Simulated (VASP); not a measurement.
Crystal: Rb2InBiF6.

```
Rb In Bi F
1.0
     0.00000    4.78455    4.78455
     4.78455    0.00000    4.78455
     4.78455    4.78455    0.00000
Rb In Bi F
2 1 1 6
Direct
  0.75000 0.75000 0.75000
  0.25000 0.25000 0.25000
  0.50000 0.50000 0.50000
  0.00000 0.00000 0.00000
  0.76428 0.23572 0.23572
  0.25139 0.22004 0.77996
  0.23572 0.76428 0.76428
  0.22004 0.74861 0.25139
  0.77996 0.25139 0.74861
  0.74861 0.77996 0.22004
```

```yaml
Program: VASP 6.6.1
Task: relaxation of cell and atoms
Functional: PBEsol
Potentials_or_basis: VASP PAW PBE potentials, release 64 (Rb_sv, In_d, Bi_d, F)
Cutoff: 600 eV
k_mesh: 6 × 6 × 6
Occupations: gaussian, width 0.05 eV
Spin: no spin polarisation
```

At the start: pressure -0.3 GPa; volume 21.91 Å³/atom.

Q: Where does the relaxation end?

A: Over 32 steps the energy falls by 28.2 meV/atom and the volume is 20.96 Å³/atom (-4.3 %); space group I4/m (No. 87, to 0.1 Å) before and after.

Step by step:
```
step  energy change (eV)  largest force (eV/Å)  pressure (GPa)  volume (Å³)
   1              0.0000                0.0784           -0.25       219.06
   2             -0.0022                0.0865           -0.03       217.97
   3             -0.0030                0.1106            0.21       216.76
   4             -0.0045                0.1080            0.22       216.53
   5             -0.0085                0.1010            0.24       215.86
   6             -0.0145                0.1085            0.28       214.52
   7             -0.0184                0.2714            0.38       211.85
   8             -0.0202                0.2750            0.37       211.77
   9             -0.0254                0.2854            0.34       211.53
  10             -0.0359                0.3066            0.28       211.05
  11             -0.0558                0.3513            0.16       210.10
  12             -0.0806                0.5225           -0.11       208.20
  13             -0.0907                0.5221           -0.10       207.89
  14             -0.1180                0.5238           -0.03       206.95
  15             -0.1537                0.5487            0.08       205.09
  16             -0.0867                0.7429            0.27       201.40
  17             -0.1577                0.5634            0.10       204.51
  18             -0.1905                0.4728            0.23       204.44
  19             -0.2533                0.1652            0.68       204.24
  20             -0.1993                0.6378            1.97       203.73
  21             -0.2634                0.0689            0.99       204.11
  22             -0.2764                0.0719            0.38       206.82
  23             -0.2796                0.0997           -0.06       208.92
  24             -0.2797                0.1011           -0.07       209.03
  25             -0.2813                0.0408           -0.05       209.25
  26             -0.2818                0.0421           -0.01       209.53
  27             -0.2819                0.0247           -0.01       209.47
  28             -0.2820                0.0234            0.00       209.45
  29             -0.2822                0.0201            0.05       209.38
  30             -0.2823                0.0149            0.01       209.48
  31             -0.2824                0.0073           -0.04       209.67
  32             -0.2825                0.0058           -0.02       209.61
```

Final structure:
```yaml
crystal:
  lattice:
    - [0.00000, 4.66539, 4.66539]
    - [4.81515, 0.00000, 4.66539]
    - [4.81515, 4.66539, 0.00000]
  atoms:
    - { symbol: Rb, position: [0.75000, 0.75000, 0.75000] }
    - { symbol: Rb, position: [0.25000, 0.25000, 0.25000] }
    - { symbol: In, position: [0.50000, 0.50000, 0.50000] }
    - { symbol: Bi, position: [0.00000, 0.00000, 0.00000] }
    - { symbol: F, position: [0.76469, 0.23531, 0.23531] }
    - { symbol: F, position: [0.30824, 0.15139, 0.84861] }
    - { symbol: F, position: [0.23531, 0.76469, 0.76469] }
    - { symbol: F, position: [0.15139, 0.69176, 0.30824] }
    - { symbol: F, position: [0.84861, 0.30824, 0.69176] }
    - { symbol: F, position: [0.69176, 0.84861, 0.15139] }
```

Caveat: the PAW data sets were made with another functional, which shifts forces and pressure a little.
